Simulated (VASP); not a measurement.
# Cu (P6_3/mmc) in VASP: notebook

Cu is run at these levels: PBE; tasks: single point.

Everything below comes from runs of VASP 6.6.1. Logs are shortened: lines on timing, memory, paths and dates and some standing lists are left out, and cuts for length are marked.

### 1 The cell of the first run

Symmetry: P6_3/mmc, No. 194, hexagonal system. The conventional cell has a = 2.497 Å, b = 2.497 Å, c = 8.150 Å, α = 90.00°, β = 90.00°, γ = 120.00°. Within 3.3 Å of Cu (site symmetry -6m2) lie 12 Cu at 2.50 Å. Within 3.3 Å of Cu (site symmetry -3m) lie 12 Cu at 2.50 Å.

### 2 Single point, PBE

Contents of INCAR:

```
PREC = Accurate
ENCUT = 520
EDIFF = 1E-6
ISMEAR = -1
SIGMA = 0.05
LREAL = False
LASPH = True
NELM = 60
ALGO = Normal
ISIF = 2
LWAVE = False
LCHARG = False
GGA = PE
NBANDS = 30
```

Contents of KPOINTS:

```
regular mesh
0
Gamma
  12 12 4
```

Contents of POSCAR:

```
Cu
1.0
    2.4965603200      0.0000000000      0.0000000000
   -1.2482801600      2.1620846592      0.0000000000
    0.0000000000      0.0000000000      8.1501552425
Cu
4
Direct
    0.6666666667      0.3333333333      0.7500000000
    0.0000000000      0.0000000000      0.5000000000
    0.3333333333      0.6666666667      0.2500000000
    0.0000000000      0.0000000000      0.0000000000
```

Potentials or basis: VASP PAW PBE potentials, release 64 (Cu).

The run is started by

```
cat potpaw_PBE.64/Cu/POTCAR > POTCAR
mpirun -np 1 vasp_std > vasp.out
```

OUTCAR:

```text
PREC = Accurate
   ENCUT = 520
   EDIFF = 1E-6
   ISMEAR = -1
   LREAL = False
   LASPH = True
   NELM = 60
   ISIF = 2
   GGA = PE

 ion  position               nearest neighbor table
   1  0.667  0.333  0.750-   2 2.50   4 2.50   2 2.50   4 2.50   2 2.50   4 2.50
   2  0.000  0.000  0.500-   1 2.50   3 2.50   3 2.50   1 2.50   1 2.50   3 2.50
   3  0.333  0.667  0.250-   2 2.50   4 2.50   2 2.50   4 2.50   2 2.50   4 2.50
   4  0.000  0.000  0.000-   1 2.50   3 2.50   3 2.50   1 2.50   1 2.50   3 2.50

  LATTYP: Found a hexagonal cell.
 ALAT       =     2.4965603200
 C/A-ratio  =     3.2645537050

  Lattice vectors:

 A1 = (   2.4965603200,   0.0000000000,   0.0000000000)
 A2 = (  -1.2482801600,   2.1620846592,   0.0000000000)
 A3 = (   0.0000000000,   0.0000000000,   8.1501552425)

Analysis of symmetry for initial positions (statically):
=====================================================================
 Subroutine PRICEL returns:
 Original cell was already a primitive cell.

 Routine SETGRP: Setting up the symmetry group for a
 hexagonal supercell.

 Subroutine GETGRP returns: Found 24 space group operations
 (whereof 12 operations were pure point group operations)
 out of a pool of 24 trial point group operations.

The static configuration has the point symmetry D_3d.
 The point group associated with its full space group is D_6h.

Analysis of symmetry for dynamics (positions and initial velocities):
=====================================================================
 Subroutine PRICEL returns:
 Original cell was already a primitive cell.

 Routine SETGRP: Setting up the symmetry group for a
 hexagonal supercell.

 Subroutine GETGRP returns: Found 24 space group operations
 (whereof 12 operations were pure point group operations)
 out of a pool of 24 trial point group operations.

The dynamic configuration has the point symmetry D_3d.
 The point group associated with its full space group is D_6h.

 Subroutine INISYM returns: Found 24 space group operations
 (whereof 12 operations are pure point group operations),
 and found     1 'primitive' translations

----------------------------------------------------------------------------------------

                                     Primitive cell

  volume of cell :      43.9927

  direct lattice vectors                    reciprocal lattice vectors
     2.496560320  0.000000000  0.000000000     0.400551107  0.231258289  0.000000000
    -1.248280160  2.162084659  0.000000000     0.000000000  0.462516579  0.000000000
     0.000000000  0.000000000  8.150155243     0.000000000  0.000000000  0.122697049

  length of vectors
     2.496560320  2.496560320  8.150155243     0.462516579  0.462516579  0.122697049

  position of ions in fractional coordinates (direct lattice)
     0.666666667  0.333333333  0.750000000
     0.000000000  0.000000000  0.500000000
     0.333333333  0.666666667  0.250000000
     0.000000000  0.000000000  0.000000000

  ion indices of the primitive-cell ions
   primitive index   ion index
                 1           1
                 2           2
                 3           3
                 4           4

----------------------------------------------------------------------------------------

 KPOINTS: regular mesh

Automatic generation of k-mesh.
 Grid dimensions read from file:
 generate k-points for:   12   12    4

 Generating k-lattice:

  Cartesian coordinates                     Fractional coordinates (reciprocal lattice)
     0.033379259  0.019271524  0.000000000     0.083333333 -0.000000000  0.000000000
     0.000000000  0.038543048  0.000000000     0.000000000  0.083333333  0.000000000
     0.000000000  0.000000000  0.030674262     0.000000000  0.000000000  0.250000000

  Length of vectors
     0.038543048  0.038543048  0.030674262

  Shift w.r.t. Gamma in fractional coordinates (k-lattice)
     0.000000000  0.000000000  0.000000000

 Subroutine IBZKPT returns following result:
 ===========================================

 Found     57 irreducible k-points:

 Following reciprocal coordinates:
            Coordinates               Weight
  0.000000  0.000000  0.000000      1.000000
  0.083333 -0.000000  0.000000      6.000000
  0.166667 -0.000000  0.000000      6.000000
  0.250000  0.000000  0.000000      6.000000
  0.333333 -0.000000  0.000000      6.000000
  0.416667 -0.000000  0.000000      6.000000
[... 16 lines left out ...]
  0.250000  0.000000  0.250000     12.000000
  0.333333 -0.000000  0.250000     12.000000
 [... further k-points ...]
   k-points           NKPTS =     57   k-points in BZ     NKDIM =     57   number of bands    NBANDS=     30
   number of dos      NEDOS =    301   number of ions     NIONS =      4
   total plane-waves  NPLWV =  25600
   dimension x,y,z NGX =    20 NGY =   20 NGZ =   64
   dimension x,y,z NGXF=    40 NGYF=   40 NGZF=  128
   ions per type =               4
   NGX,Y,Z   is equivalent  to a cutoff of  13.32, 13.32, 13.05 a.u.
   NGXF,Y,Z  is equivalent  to a cutoff of  26.64, 26.64, 26.11 a.u.
 SYSTEM =  unknown system
   PREC   = accura    normal or accurate (medium, high low for compatibility)
   ISTART =      0    job   : 0-new  1-cont  2-samecut
   ICHARG =      2    charge: 1-file 2-atom 10-const
   ISPIN  =      1    spin polarized calculation?
   LNONCOLLINEAR =      F non collinear calculations
   LSORBIT =      F    spin-orbit coupling
   LASPH  =      T    aspherical Exc in radial PAW
   ENCUT  =  520.0 eV  38.22 Ry    6.18 a.u.   4.64  4.64 15.15*2*pi/ulx,y,z
   NELM   =     60;   NELMIN=  2; NELMDL= -5     # of ELM steps
   EDIFF  = 0.1E-05   stopping-criterion for ELM
   LREAL  =      F    real-space projection
   EDIFFG = 0.1E-04   stopping-criterion for IOM
   NSW    =      0    number of steps for IOM
   IBRION =     -1    ionic relax: 0-MD 1-quasi-New 2-CG
   NFREE  =      0    steps in history (QN), initial steepest desc. (CG)
   ISIF   =      2    stress and relaxation
   ISYM   =      2    0-nonsym 1-usesym 2-fastsym
   POTIM  = 0.5000    time-step for ionic-motion
   TEBEG  =    0.0;   TEEND  =   0.0 temperature during run
   PSTRESS=    0.0 pullay stress
   NELECT =      44.0000    total number of electrons
   NUPDOWN=      -1.0000    fix difference up-down
   EMIN   =  10.00;   EMAX   =-10.00  energy-range for DOS
   EFERMI =   0.00;   METHOD = LEGACY
   ISMEAR =    -1;   SIGMA  =   0.05  broadening in eV -4-tet -1-fermi 0-gaus
   EFERMI_NEDOS =   21; number of points for ismear=-14 and -15
   IALGO  =     38    algorithm
   IMIX   =      4    mixing-type and parameters
     AMIX     =   0.40;   BMIX     =  1.00
     AMIX_MAG =   1.60;   BMIX_MAG =  1.00
  volume/ion in A,a.u.               =      11.00        74.22
  Fermi-wavevector in a.u.,A,eV,Ry     =   1.637189  3.093839 36.468895  2.680388
  Thomas-Fermi vector in A             =   2.728370
   LORBIT       =      0    0 simple, 1 ext, 2 COOP (PROOUT), +10 PAW based schemes
   GGA     = PE    functional components
[... 5 lines left out ...]
 non-spin polarized calculation
  energy-cutoff  :      520.00
  volume of cell :       43.99
 maximum number of plane-waves:      1206
 NGX is ok and might be reduce to    20
   NGX =  9   NGY =  9   NGZ = 31

 number of electron      43.9999973 magnetization

 Free energy of the ion-electron system (eV)
  ---------------------------------------------------
  ext. energy  EPLUGINS =         0.00000000
  ---------------------------------------------------
  free energy    TOTEN  =       -14.71178676 eV

  energy without entropy =      -14.69885567  energy(sigma->0) =      -14.70532121

 E-fermi :   8.4262     XC(G=0): -13.1448

 val. band max:        8.4074704251   @ k =   0.1667   0.0833   0.5000
 cond. band min:       8.5120219244   @ k =   0.5000   0.0000   0.5000
 fundamental gap:      0.1045514993
 Fermi energy:         8.4261619091

 k-point     1 :       0.0000    0.0000    0.0000
  band No.  band energies     occupation
      1      -1.4051      2.00000
      2       0.8110      2.00000
      3       0.8269      2.00000
      4       3.0076      2.00000
      5       4.9647      2.00000
      6       4.9663      2.00000
[... 22 lines left out ...]
     29      30.9456      0.00000
     30      31.5446      0.00000

 k-point     2 :       0.0833   -0.0000    0.0000
  band No.  band energies     occupation
      1      -1.1690      2.00000
      2       1.0204      2.00000
      3       1.0358      2.00000
      4       3.1482      2.00000
      5       4.8507      2.00000
      6       4.9072      2.00000
[... 22 lines left out ...]
     29      29.1706      0.00000
     30      29.2102      0.00000

 k-point     3 :       0.1667   -0.0000    0.0000
  band No.  band energies     occupation
      1      -0.4777      2.00000
      2       1.6073      2.00000
      3       1.6214      2.00000
      4       3.5081      2.00000
      5       4.6432      2.00000
      6       4.7692      2.00000
[... 22 lines left out ...]
     29      25.4213      0.00000
     30      25.4703      0.00000

 k-point     4 :       0.2500    0.0000    0.0000
  band No.  band energies     occupation
      1       0.6026      2.00000
      2       2.3972      2.00000
      3       2.4086      2.00000
      4       3.8464      2.00000
      5       4.4780      2.00000
      6       4.5029      2.00000
[... 22 lines left out ...]
     29      23.1976      0.00000
     30      23.3836      0.00000

 k-point     5 :       0.3333   -0.0000    0.0000
  band No.  band energies     occupation
      1       1.8874      2.00000
      2       2.9814      2.00000
      3       3.0060      2.00000
      4       3.8487      2.00000
      5       4.2154      2.00000
      6       4.3764      2.00000
[... 22 lines left out ...]
     29      23.4945      0.00000
     30      23.6055      0.00000
[... 526 lines left out ...]
     29      28.4917      0.00000
     30      29.5095      0.00000

 k-point    22 :       0.1667   -0.0000    0.2500
  band No.  band energies     occupation
      1      -0.3350      2.00000
      2       0.7561      2.00000
      3       2.5158      2.00000
      4       3.4551      2.00000
      5       4.6241      2.00000
      6       4.7958      2.00000
[... 22 lines left out ...]
     29      25.4946      0.00000
     30      26.6240      0.00000

 k-point    23 :       0.2500    0.0000    0.2500
  band No.  band energies     occupation
      1       0.7306      2.00000
      2       1.6870      2.00000
      3       3.1141      2.00000
      4       3.8262      2.00000
      5       4.3897      2.00000
      6       4.4095      2.00000
[... 22 lines left out ...]
     29      22.8369      0.00000
     30      25.2348      0.00000

 k-point    24 :       0.3333   -0.0000    0.2500
  band No.  band energies     occupation
      1       1.9769      2.00000
      2       2.5925      2.00000
      3       3.3639      2.00000
      4       3.8441      2.00000
      5       4.1116      2.00000
      6       4.2091      2.00000
[... 22 lines left out ...]
     29      21.5986      0.00000
     30      22.3905      0.00000

 [... further k-points ...]
[... 5 lines left out ...]
  --------------------------------------------------------------------------------------
  -------------------------------------------------------------------------------------
  Total        4.2205722      4.2205722      4.0723080      0.0000000     -0.0000000      0.0000000
  in kB      153.7097016    153.7097016    148.3100425      0.0000000     -0.0000000      0.0000000
  external PRESSURE =     151.9098153 kB  Pullay stress =       0.0000000 kB

 VOLUME and BASIS-vectors are now :
 -----------------------------------------------------------------------------
  energy-cutoff  :      520.00
  volume of cell :       43.99
      direct lattice vectors                 reciprocal lattice vectors
     2.496560320  0.000000000  0.000000000     0.400551107  0.231258289  0.000000000
    -1.248280160  2.162084659  0.000000000     0.000000000  0.462516579  0.000000000
     0.000000000  0.000000000  8.150155243     0.000000000  0.000000000  0.122697049

 POSITION                                       TOTAL-FORCE (eV/Angst)
 -----------------------------------------------------------------------------------
      1.24828      0.72069      6.11262        -0.000000      0.000000     -0.000000
      0.00000      0.00000      4.07508        -0.000000      0.000000     -0.000000
     -0.00000      1.44139      2.03754         0.000000     -0.000000      0.000000
      0.00000      0.00000      0.00000        -0.000000      0.000000     -0.000000
 -----------------------------------------------------------------------------------
    total drift:                                0.000000     -0.000000      0.000000

  FREE ENERGIE OF THE ION-ELECTRON SYSTEM (eV)
  ---------------------------------------------------
  free  energy   TOTEN  =       -14.7117867606 eV

  energy  without entropy=      -14.6988556675  energy(sigma->0) =      -14.70532121
```

It took 37 s on 1 thread of Intel Xeon 6975P-C (Granite Rapids), shared host; peak memory 0.18 GiB.

Results:

```
Free energy            : -14.7118 eV
Pressure               : 15.2 GPa
Band gap on the k mesh : zero (band 22 reaches 11.99 eV, above the bottom of band 23 at 6.62 eV)
```

Stress tensor (GPa, compression positive):
```
15.37  0.00  0.00
 0.00 15.37  0.00
 0.00  0.00 14.83
```

(Part 1 of 2 ends here.)
